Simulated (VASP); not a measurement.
Wanted: the native input for a VASP 6.6.1 run.

```yaml
Task: single point
Functional: PBEsol
Potentials_or_basis: VASP PAW PBE potentials, release 64 (Sn_d, Se)
Cutoff: 520 eV
k_mesh: 12 × 12 × 6
Occupations: gaussian, width 0.02 eV
Spin: no spin polarisation
Dipole_correction: no
Further_INCAR_settings: ALGO = Normal; EDIFF = 1e-07; NBANDS = 20
```

The structure of SnSe2 lies in POSCAR:

```
SnSe2
1.0
    4.0464956633      0.0000000000      0.0000000000
   -2.0232478317      3.5043680407      0.0000000000
    0.0000000000      0.0000000000      5.4522556677
Sn Se
1 2
Direct
    0.0000000000      0.0000000000      0.0000000000
    0.6666666667      0.3333333333      0.7226648617
    0.3333333333      0.6666666667      0.2773351383
```

This cell differs from its parent crystal: biaxial strain in the a-b plane: +6.0 %, then relaxed in part.

These files were run (other wordings do the same):

INCAR

```
SYSTEM = SnSe2
  ALGO = Normal
  EDIFF = 1E-7
  ENCUT = 520
  GGA = PS
  ISIF = 2
  ISMEAR = 0
  LASPH = .True.
  LCHARG = .False.
  LREAL = .False.
  LWAVE = .False.
  NBANDS = 20
  NELM = 80
  PREC = Accurate
  SIGMA = 0.02
```

KPOINTS

```
k-points
0
Gamma
  12 12 6
  0 0 0
```

Potentials or basis: VASP PAW PBE potentials, release 64 (Sn_d, Se).

Run with:

```sh
$ cat potpaw_PBE.64/Sn_d/POTCAR potpaw_PBE.64/Se/POTCAR > POTCAR
$ mpirun -np 1 vasp_std > vasp.out
```

It gave:

The pressure is -2.8 GPa and the largest force is 0.015 eV/Å. The band gap on the k mesh is zero (band 13 reaches 4.75 eV, above the bottom of band 14 at 4.49 eV).

Caveat: the cell differs from its parent crystal (biaxial strain in the a-b plane: +6.0 %, then relaxed in part); the PAW data sets were made with another functional, which shifts forces and pressure a little; spin-orbit coupling is left out, which moves the levels of the heavy elements.

It took 2.5 min on 1 thread of Intel(R) Xeon(R) Platinum 8259CL CPU @ 2.50GHz (Skylake/Cascade Lake) (shared host), peak memory 0.29 GiB.
